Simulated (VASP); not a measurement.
Set up this calculation in VASP 6.6.1, as the native input.

- Task: single point
- Functional: PBE
- Dispersion: D3(BJ)
- Potentials or basis: VASP PAW PBE potentials, release 64 (Ca_sv, Se)
- Cutoff: 520 eV
- k mesh: 6 × 6 × 4
- Occupations: gaussian, width 0.1 eV
- Spin: no spin polarisation
- Dipole correction: no
- Further INCAR settings: ALGO = Normal; EDIFF = 1e-06; NBANDS = 15

The structure of CaSe lies in POSCAR:

```
CaSe
1.0
    2.1491672000     -3.7800000000      0.0000000000
    2.1491672000      3.7800000000      0.0000000000
    0.0000000000      0.0000000000      4.2983344000
Ca Se
1 1
Direct
    0.0000000000      0.0000000000      0.0000000000
    0.5000000000      0.5000000000      0.5000000000
```

These files were run (other wordings do the same):

INCAR

```
SYSTEM = CaSe
  PREC = Accurate
  ENCUT = 520
  EDIFF = 1E-6
  ISMEAR = 0
  SIGMA = 0.1
  LREAL = .False.
  LASPH = .True.
  NELM = 60
  ALGO = Normal
  ISIF = 2
  LWAVE = .False.
  LCHARG = .False.
  GGA = PE
  IVDW = 12
  NBANDS = 15
```

KPOINTS

```
regular mesh
0
Gamma
  6 6 4
  0 0 0
```

Potentials or basis: VASP PAW PBE potentials, release 64 (Ca_sv, Se).

The run is started by

```bash
$ cat potpaw_PBE.64/Ca_sv/POTCAR potpaw_PBE.64/Se/POTCAR > POTCAR
$ mpirun -np 1 vasp_std > vasp.out
```

Results of the run:

```
Pressure                   : -6.1 GPa
Band gap on the k mesh     : 0.62 eV (least direct gap 0.74 eV)
Dispersion energy per atom : -0.258 eV
```

Caveat: the cell stands under tension.

It took 31 s on 1 thread of Intel Xeon 8259CL (shared host), peak memory 0.21 GiB.
